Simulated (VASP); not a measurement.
Al, 1 atom in the cell. It takes space group Im-3m (No. 229, cubic). Conventional cell: a = 3.210 Å, b = 3.210 Å, c = 3.210 Å, α = 90.00°, β = 90.00°, γ = 90.00°. Within 3.7 Å of Al (site symmetry m-3m) lie 14 Al at 2.78 to 3.21 Å. 

```yaml
Program: VASP 6.6.1
Task: relaxation of cell and atoms
Functional: r2SCAN
Potentials_or_basis: VASP PAW PBE potentials, release 64 (Al)
Cutoff: 600 eV
k_mesh: 10 × 10 × 10
Occupations: methfessel-paxton, width 0.1 eV
Spin: no spin polarisation
Target_pressure: 10 GPa
Dipole_correction: no
Further_INCAR_settings: ALGO = Normal; EDIFF = 1e-06; IBRION = 2; EDIFFG = -0.02; NSW = 80; ISIF = 3
```

Potentials or basis: VASP PAW PBE potentials, release 64 (Al).

Command:

```console
$ cat potpaw_PBE.64/Al/POTCAR > POTCAR
$ cp INCAR.step1 INCAR
$ mpirun -np 1 vasp_std > vasp.out
$ cp INCAR.step2 INCAR
$ mpirun -np 1 vasp_std > vasp.out
```

Hardware: 1 thread of Intel(R) Xeon(R) 6975P-C (Granite Rapids), on a shared host.

Q: How long does it take, and how much memory?

A: It took 15 s on 1 thread of Intel(R) Xeon(R) 6975P-C (Granite Rapids), on a shared host, peak memory 0.14 GiB. Counts: k points 47, ion steps 3.
